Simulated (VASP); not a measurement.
Here is a VASP 6.6.1 calculation.

INCAR

```
SYSTEM = Hg
ALGO = Normal
EDIFF = 1E-6
ENCUT = 550
GGA = PE
GGA_COMPAT = .FALSE.
ISIF = 2
ISMEAR = -1
LASPH = .TRUE.
LCHARG = .FALSE.
LREAL = .FALSE.
LWAVE = .FALSE.
NBANDS = 37
NELM = 120
PREC = Accurate
SIGMA = 0.05
```

File KPOINTS:

```
k-points
0
G
  7 7 7
  0 0 0
```

POSCAR

```
Hg
1.0
    4.5095292832      0.0000000000      0.0000000000
   -2.2547646416      3.9053669184      0.0000000000
    0.0000000000      0.0000000000      3.8440260630
Hg
3
Direct
    0.6666666667      0.3333333333      0.5000000000
    0.0000000000      0.0000000000      0.0000000000
    0.3333333333      0.6666666667      0.5000000000
```

Potentials or basis: VASP PAW PBE potentials, release 64 (Hg_sv_GW).

Run with:

```bash
$ cat potpaw_PBE.64/Hg_sv_GW/POTCAR > POTCAR
$ mpirun -np 1 vasp_std > vasp.out
```

Q: Predict the band gap on the k mesh.

A: Zero (bands 30 and 31 overlap by 5.25 eV).

Q: What does it give for the pressure?

A: 14.4 GPa.

Stress tensor (GPa, compression positive):
```
19.38  0.00  0.00
 0.00 19.38  0.00
 0.00  0.00  4.41
```

Caveat: the stress differs along the axes, from 4 to 19 GPa; spin-orbit coupling is left out, which moves the levels of the heavy elements.
